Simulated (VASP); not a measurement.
Wanted: the native input for a VASP 6.6.1 run.

```
Task                   : single point
Functional             : PBE
Potentials or basis    : VASP PAW PBE potentials, release 64 (Nb_sv, Os, Au)
Cutoff                 : 520 eV
k mesh                 : 8 × 8 × 8
Occupations            : gaussian, width 0.1 eV
Spin                   : no spin polarisation
Dipole correction      : no
Further INCAR settings : ALGO = Fast; EDIFF = 1e-07; NBANDS = 32
```

The structure of NbOs3Au lies in POSCAR:

```
NbOs3Au
1.0
    4.7276040518      0.0000000000      0.0000000000
    0.0000000000      4.7276040518      0.0000000000
    0.0000000000      0.0000000000      4.7276040518
Nb Os Au
1 3 1
Direct
    0.0000000000      0.0000000000      0.0000000000
    0.0000000000      0.5000000000      0.5000000000
    0.5000000000      0.0000000000      0.5000000000
    0.5000000000      0.5000000000      0.0000000000
    0.5000000000      0.5000000000      0.5000000000
```

These files were run (other wordings do the same):

INCAR

```
SYSTEM = NbOs3Au
  PREC = Accurate
  ENCUT = 520
  EDIFF = 1E-7
  ISMEAR = 0
  SIGMA = 0.1
  LREAL = .FALSE.
  LASPH = .TRUE.
  NELM = 80
  ALGO = Fast
  ISIF = 2
  LWAVE = .FALSE.
  LCHARG = .FALSE.
  GGA = PE
  NBANDS = 32
```

KPOINTS

```
Automatic mesh
0
G
  8 8 8
  0 0 0
```

Potentials or basis: VASP PAW PBE potentials, release 64 (Nb_sv, Os, Au).

Run with:

```sh
$ cat potpaw_PBE.64/Nb_sv/POTCAR potpaw_PBE.64/Os/POTCAR potpaw_PBE.64/Au/POTCAR > POTCAR
$ mpirun -np 1 vasp_std > vasp.out
```

Results of the run:

```json
{
  "Pressure": "-0.5 GPa",
  "Band gap on the k mesh": "zero (bands 24 and 25 overlap by 1.12 eV)"
}
```

Caveat: spin-orbit coupling is left out, which moves the levels of the heavy elements.

Run time: 2.3 min on 1 thread of Intel(R) Xeon(R) 6975P-C (Granite Rapids), on a shared host, peak memory 0.29 GiB.
